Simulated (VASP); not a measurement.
# CdS (PbO type) (P4/nmm) in VASP: notebook, part 2 of 2

VASP 6.6.1. Earlier steps stand in the parts before.

## Step 3: Electric field gradients, LDA

The input, INCAR:

```
SYSTEM = CdS
ALGO     = Normal         ! electronic algorithm
EDIFF    = 1E-8           ! SCF threshold, eV
ENCUT    = 520            ! plane-wave cutoff, eV
GGA      = CA             ! functional
ISIF     = 2              ! what is computed and relaxed
ISMEAR   = -1             ! smearing method
LASPH    = .TRUE.         ! aspherical terms in the spheres
LCHARG   = .FALSE.        ! write CHGCAR
LEFG     = .TRUE.       
LREAL    = .FALSE.        ! projectors in reciprocal space
LWAVE    = .FALSE.        ! write WAVECAR
NBANDS   = 26             ! bands
NELM     = 60             ! most SCF steps
PREC     = Accurate       ! precision mode
SIGMA    = 0.08           ! smearing width, eV
```

The input, KPOINTS:

```
k-points
0
G
  10 10 8
  0 0 0
```

The input, POSCAR:

```
CdS
1.0
    4.9849431769      0.0000000000      0.0000000000
    0.0000000000      4.9849431769      0.0000000000
    0.0000000000      0.0000000000      3.8717690586
Cd S
2 2
Direct
    0.0000000000      0.5000000000      0.1368911506
    0.5000000000      0.0000000000      0.8631088494
    0.0000000000      0.0000000000      0.0000000000
    0.5000000000      0.5000000000      0.0000000000
```

Potentials or basis: VASP PAW LDA potentials, release 64 (Cd, S).

Launch:

```sh
cat potpaw_LDA.64/Cd/POTCAR potpaw_LDA.64/S/POTCAR > POTCAR
mpirun -np 1 vasp_std > vasp.out
```

OUTCAR:

```text
SYSTEM = CdS
   EDIFF = 1E-8
   ENCUT = 520
   GGA = CA
   ISIF = 2
   ISMEAR = -1
   LASPH = .TRUE.
   LREAL = .FALSE.
   NELM = 60
   PREC = Accurate

 ion  position               nearest neighbor table
   1  0.000  0.500  0.137-   3 2.55   4 2.55   3 2.55   4 2.55   2 3.68   2 3.68   2 3.68   2 3.68

   2  0.500  0.000  0.863-   3 2.55   4 2.55   4 2.55   3 2.55   1 3.68   1 3.68   1 3.68   1 3.68

   3  0.000  0.000  0.000-   1 2.55   2 2.55   1 2.55   2 2.55
   4  0.500  0.500  0.000-   1 2.55   2 2.55   2 2.55   1 2.55

  LATTYP: Found a simple tetragonal cell.
 ALAT       =     4.9849431769
 C/A-ratio  =     0.7766927167

  Lattice vectors:

 A1 = (   4.9849431769,   0.0000000000,   0.0000000000)
 A2 = (   0.0000000000,   4.9849431769,   0.0000000000)
 A3 = (   0.0000000000,   0.0000000000,   3.8717690586)

Analysis of symmetry for initial positions (statically):
=====================================================================
 Subroutine PRICEL returns:
 Original cell was already a primitive cell.

 Routine SETGRP: Setting up the symmetry group for a
[... 901 lines left out ...]
      2.49247      0.00000      3.34176         0.000000      0.000000     -0.040012
      0.00000      0.00000      0.00000         0.000000      0.000000      0.000000
      2.49247      2.49247      0.00000         0.000000     -0.000000      0.000000
 -----------------------------------------------------------------------------------
    total drift:                                0.000000      0.000000      0.000000

  FREE ENERGIE OF THE ION-ELECTRON SYSTEM (eV)
  ---------------------------------------------------
  free  energy   TOTEN  =       -12.9209467267 eV

  energy  without entropy=      -12.9016013005  energy(sigma->0) =      -12.91127401

 Electric field gradients (V/A^2)
---------------------------------------------------------------------
 ion       V_xx      V_yy      V_zz      V_xy      V_xz      V_yz
---------------------------------------------------------------------
   1    -114.533  -114.533   229.065    -0.000    -0.000    -0.000
   2    -114.533  -114.533   229.065     0.000    -0.000    -0.000
   3      37.734    37.734   -75.468     0.000    -0.000     0.000
   4      37.734    37.734   -75.468     0.000     0.000     0.000
---------------------------------------------------------------------

 Electric field gradients after diagonalization (V/A^2)
 (convention: |V_zz| > |V_xx| > |V_yy|)
----------------------------------------------------------------------
 ion       V_xx      V_yy      V_zz     asymmetry (V_yy - V_xx)/ V_zz
----------------------------------------------------------------------
   1    -114.533  -114.533   229.065       0.000
   2    -114.533  -114.533   229.065       0.000
   3      37.734    37.734   -75.468       0.000
   4      37.734    37.734   -75.468       0.000
----------------------------------------------------------------------

           NMR quadrupolar parameters

 Cq : quadrupolar parameter    Cq=e*Q*V_zz/h
 eta: asymmetry parameters     (V_yy - V_xx)/ V_zz
 Q  : nuclear electric quadrupole moment in mb (millibarn)
----------------------------------------------------------------------
 ion       Cq(MHz)       eta       Q (mb)
----------------------------------------------------------------------
   1       0.554       0.000       1.000
   2       0.554       0.000       1.000
   3      -0.182       0.000       1.000
   4      -0.182       0.000       1.000
----------------------------------------------------------------------
```

OSZICAR:

```text
N       E                     dE             d eps       ncg     rms          rms(c)
DAV:   1     0.243317273752E+03    0.24332E+03   -0.17385E+04  5460   0.127E+03
DAV:   2    -0.799241127292E+00   -0.24412E+03   -0.23321E+03  5936   0.322E+02
DAV:   3    -0.143631205232E+02   -0.13564E+02   -0.13415E+02  6628   0.740E+01
DAV:   4    -0.144895056492E+02   -0.12639E+00   -0.12627E+00  6406   0.708E+00
DAV:   5    -0.144911070192E+02   -0.16014E-02   -0.16011E-02  6788   0.804E-01    0.126E+01
DAV:   6    -0.130054268424E+02    0.14857E+01   -0.25433E+00  6816   0.165E+01    0.967E+00
DAV:   7    -0.129447793311E+02    0.60648E-01   -0.75837E-01  6218   0.475E+00    0.460E+00
DAV:   8    -0.129257411847E+02    0.19038E-01   -0.12225E-01  5938   0.315E+00    0.508E-01
DAV:   9    -0.129212002498E+02    0.45409E-02   -0.26437E-02  6666   0.185E+00    0.138E-01
DAV:  10    -0.129209323138E+02    0.26794E-03   -0.22592E-03  6302   0.454E-01    0.811E-02
DAV:  11    -0.129209805153E+02   -0.48202E-04   -0.28813E-04  6198   0.978E-02    0.882E-02
DAV:  12    -0.129209493083E+02    0.31207E-04   -0.11115E-04  6028   0.532E-02    0.282E-02
DAV:  13    -0.129209466968E+02    0.26115E-05   -0.18506E-05  6408   0.356E-02    0.884E-03
DAV:  14    -0.129209468638E+02   -0.16707E-06   -0.13630E-06  6478   0.800E-03    0.466E-03
DAV:  15    -0.129209467706E+02    0.93257E-07   -0.10872E-07  6560   0.344E-03    0.457E-03
DAV:  16    -0.129209467303E+02    0.40291E-07   -0.10411E-07  5844   0.189E-03    0.195E-03
DAV:  17    -0.129209467267E+02    0.36243E-08   -0.21535E-08  5112   0.691E-04
   1 F= -.12920947E+02 E0= -.12911274E+02  d E =-.193454E-01
```

Run time: 4.3 min. Hardware: 1 thread of Oxide Virtual Turin-like, shared host; peak memory 0.3 GiB.

What came out:

| Item | Value |
| --- | --- |
| Free energy | -12.9209 eV |
| Pressure | 0.6 GPa |
| Largest force | 0.040 eV/Å |
| Band gap on the k mesh | zero (bands 18 and 19 overlap by 0.76 eV) |
| Largest electric field gradient by atom | Cd +229.1; S -75.5 V/Å² |

Forces in eV/Å, atoms in the order of the input:
```
Cd   0.000  0.000  0.040
Cd   0.000  0.000 -0.040
S    0.000  0.000  0.000
S    0.000  0.000  0.000
```

Levels at points of the mesh, in eV from the Fermi level:
| k point | band 15 | band 16 | band 17 | band 18 | band 19 | band 20 | band 21 | band 22 |
| --- | --- | --- | --- | --- | --- | --- | --- | --- |
| (0.00, 0.00, 0.00) | -2.12 | -1.83 | -1.83 | -0.60 | -0.40 | -0.33 | 4.52 | 6.76 |
| (0.50, 0.00, 0.00) | -3.16 | -3.16 | -0.96 | -0.96 | 2.73 | 2.73 | 4.90 | 4.90 |
| (0.50, 0.50, 0.00) | -0.96 | -0.96 | 0.09 | 0.09 | 3.76 | 3.76 | 3.84 | 3.84 |
| (0.00, 0.00, 0.50) | -3.94 | -1.70 | -1.61 | -1.61 | 0.36 | 1.62 | 3.20 | 3.91 |
| (0.50, 0.00, 0.50) | -2.81 | -2.81 | -2.76 | -2.76 | 2.09 | 2.09 | 4.62 | 4.62 |
| (0.50, 0.50, 0.50) | -2.56 | -2.56 | 0.18 | 0.18 | 0.42 | 0.42 | 5.54 | 5.54 |

Electric field gradients, principal values (V/Å²):
```
atom     least    middle  greatest (by size)
1 Cd  -114.533  -114.533             229.065
2 Cd  -114.533  -114.533             229.065
 3 S    37.734    37.734             -75.468
 4 S    37.734    37.734             -75.468
```

Caveat: semilocal functionals underestimate gaps, and a narrow one can read as zero; without QUAD_EFG the Cq values of the log hold for a quadrupole moment of 1 mb, not for the nuclei.
